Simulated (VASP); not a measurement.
Here is a VASP 6.6.1 calculation.

INCAR

```
SYSTEM = InSe
ALGO = Normal
EDIFF = 1E-7
ENCUT = 520
GGA = PE
ISIF = 2
ISMEAR = 0
LASPH = .True.
LCHARG = .True.
LELF = .True.
LREAL = .False.
LVHAR = .True.
LWAVE = .False.
NBANDS = 27
NELM = 100
PREC = Accurate
SIGMA = 0.05
```

KPOINTS

```
k-points
0
Gamma
  10 10 10
  0 0 0
```

Contents of POSCAR:

```
InSe
1.0
    2.0374352839      1.1763138096      8.9091370136
   -2.0374352839      1.1763138096      8.9091370136
    0.0000000000     -2.3526276192      8.9091370136
In Se
2 2
Direct
    0.0033009924      0.0033009924      0.0033009924
    0.1088816749      0.1088816749      0.1088816749
    0.6221426093      0.6221426093      0.6221426093
    0.8233747235      0.8233747235      0.8233747235
```

Potentials or basis: VASP PAW PBE potentials, release 64 (In_d, Se).

Command:

```sh
$ cat potpaw_PBE.64/In_d/POTCAR potpaw_PBE.64/Se/POTCAR > POTCAR
$ mpirun -np 1 vasp_std > vasp.out
```

Q: Predict the largest force.

A: 0.011 eV/Å.

Q: Estimate the band gap on the k mesh.

A: 0.55 eV.

Q: What does it give for the pressure?

A: 0.3 GPa.

Forces on the atoms (eV/Å):
```
In   0.000  0.000  0.011
In   0.000  0.000 -0.011
Se   0.000  0.000 -0.005
Se   0.000  0.000  0.005
```

Caveat: semilocal functionals underestimate gaps, and a narrow one can read as zero; spin-orbit coupling is left out, which moves the levels of the heavy elements.

**Measured values to compare with.**

“The Interaction of Hydrogen with the van der Waals Crystal γ-InSe”, 2020, pmc:7321205 reports, for a bulk crystal of InSe at 300 K: band gap 1.25 eV.

Against the measured gap of InSe, 1.25 eV (300 K; “The Interaction of Hydrogen with the van der Waals Crystal γ-InSe”, 2020, pmc:7321205), the calculated 0.55 eV is off by -0.70 eV. Spin-orbit coupling on In, Se is left out. The value is that of PBE on a finite k mesh, which can miss the band edges, without temperature or zero-point motion. Semilocal functionals fall short of measured gaps as a rule.
